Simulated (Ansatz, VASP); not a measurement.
## One calculation of Ag, two programs

INCAR

```
SYSTEM = Ag
PREC = Accurate
ENCUT = 520
EDIFF = 1E-7
ISMEAR = -1
SIGMA = 0.1
LREAL = .FALSE.
LASPH = .TRUE.
NELM = 80
ALGO = Normal
ISIF = 2
LWAVE = .FALSE.
LCHARG = .FALSE.
GGA = PE
NBANDS = 18
```

KPOINTS

```
regular mesh
0
G
  14 14 14
  0 0 0
```

Contents of POSCAR:

```
Ag
1.0
    0.0000000000      3.2265372799      3.2265372799
    3.2265372799      0.0000000000      3.2265372799
    3.2265372799      3.2265372799      0.0000000000
Ag
2
Direct
    0.1250000000      0.1250000000      0.1250000000
    0.8750000000      0.8750000000      0.8750000000
```

Input for Ansatz:

```yaml
crystal:
  lattice:
    - [0.0, 3.2265372799, 3.2265372799]
    - [3.2265372799, 0.0, 3.2265372799]
    - [3.2265372799, 3.2265372799, 0.0]
  atoms:
    - { symbol: Ag, position: [0.125, 0.125, 0.125] }
    - { symbol: Ag, position: [0.875, 0.875, 0.875] }
hamiltonian:
  xc: pbe
  pseudopotentials:
    kind: paw
    azcp:
      Ag: "pseudopotentials/Ag.paw.azcp"
basis:
  ecutwfc: 420
  fft_grid_basis: typed
kpoints:
  mp_grid: { grid: [14, 14, 14], shift: [0, 0, 0] }
magnetization:
  spin_polarized: false
scf:
  occupations: { method: fermi_dirac, width: 0.1 }
output:
  stress: true
```

Alike in both runs: task single point; functional PBE; k mesh 14 × 14 × 14; occupations fermi-dirac, width 0.1 eV; no spin polarisation.

```csv
,VASP,Ansatz
version,VASP 6.6.1,Ansatz 0.2.0
potentials or method,"VASP PAW PBE potentials, release 64 (Ag), cutoff 520 eV","plane waves (420 eV) with PAW, scalar-relativistic"
valence electrons in the cell,22,38
```

|  | VASP | Ansatz | Ansatz less VASP |
| --- | --- | --- | --- |
| pressure (GPa) | -2.5 | -2.5 | +0.03 |

With one functional, cell and mesh, what is left measures potentials, basis and numerics. VASP's potentials hold 22 valence electrons a cell and Ansatz's 38, so a difference there can come from the potentials and not from the codes.
